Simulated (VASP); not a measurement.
Write the native input for VASP 6.6.1 that does the following.

```yaml
Task: single point
Functional: LDA
Potentials_or_basis: VASP PAW LDA potentials, release 64 (Ir)
Cutoff: 520 eV
k_mesh: 22 × 22 × 22
Occupations: gaussian, width 0.15 eV
Spin: no spin polarisation
Dipole_correction: no
Further_INCAR_settings: ALGO = Normal; EDIFF = 1e-07; NBANDS = 10
```

The structure of Ir lies in POSCAR:

```
Ir
1.0
    0.0000000000      2.1476513608      1.4597586300
    2.1476513608      0.0000000000      1.4597586300
    2.1476513608      2.1476513608      0.0000000000
Ir
1
Direct
    0.0000000000      0.0000000000      0.0000000000
```

This cell differs from its parent crystal: volume 13.466 Å^3 an atom, c/a of the conventional cell 0.6797.

These files were run (other wordings do the same):

INCAR

```
  ALGO = Normal
  EDIFF = 1E-7
  ENCUT = 520
  GGA = CA
  ISIF = 2
  ISMEAR = 0
  LASPH = T
  LCHARG = F
  LREAL = F
  LWAVE = F
  NBANDS = 10
  NELM = 60
  PREC = Accurate
  SIGMA = 0.15
```

KPOINTS

```
k-points
0
Gamma
  22 22 22
```

Potentials or basis: VASP PAW LDA potentials, release 64 (Ir).

The run is started by

```bash
$ cat potpaw_LDA.64/Ir/POTCAR > POTCAR
$ mpirun -np 1 vasp_std > vasp.out
```

Results of the run:

- Pressure: 28.3 GPa

It took 37 s on 1 thread of Intel(R) Xeon(R) 6975P-C (Granite Rapids), with other jobs on the host, peak memory 0.23 GiB.
